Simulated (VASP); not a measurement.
A run of VASP 6.6.1 is set up as follows.

The input POSCAR:

```
Ga
1.0
    1.4101245334     -4.1054710295      0.0000000000
    1.4101245334      4.1054710295      0.0000000000
   -0.1197509717      0.0000000000      3.3952387564
Ga
2
Direct
    0.1310000000      0.8690000000      0.7500000000
    0.8690000000      0.1310000000      0.2500000000
```

The input INCAR.step1:

```
SYSTEM = Ga
PREC = Accurate
ENCUT = 520
ISMEAR = -1
SIGMA = 0.05
LREAL = .False.
LASPH = .True.
NELM = 80
NBANDS = 20
GGA = PE
ALGO = Normal
EDIFF = 1E-4
LWAVE = .True.
LCHARG = .False.
```

The input INCAR.step2:

```
SYSTEM = Ga
PREC = Accurate
ENCUT = 520
EDIFF = 1E-6
ISMEAR = -1
SIGMA = 0.05
LREAL = .False.
LASPH = .True.
NELM = 80
ALGO = Normal
ISIF = 2
LWAVE = .False.
LCHARG = .True.
METAGGA = R2SCAN
LMIXTAU = .True.
LELF = .True.
LVHAR = .True.
NBANDS = 20
ISTART = 1
```

Contents of KPOINTS:

```
regular mesh
0
Gamma
  10 10 8
  0 0 0
```

Potentials or basis: VASP PAW PBE potentials, release 64 (Ga_d).

Command:

```console
$ cat potpaw_PBE.64/Ga_d/POTCAR > POTCAR
$ cp INCAR.step1 INCAR
$ mpirun -np 1 vasp_std > vasp.out
$ cp INCAR.step2 INCAR
$ mpirun -np 1 vasp_std > vasp.out
```

Task: Estimate the band gap on the k mesh.

Result: Zero (bands 13 and 14 overlap by 8.31 eV).

Task: Predict the largest force.

Result: 0.192 eV/Å.

Forces on the atoms (eV/Å):
```
Ga   0.000 -0.192  0.000
Ga   0.000  0.192  0.000
```

Caveat: the cell stands under tension; the PAW data sets were made with another functional, which shifts forces and pressure a little.
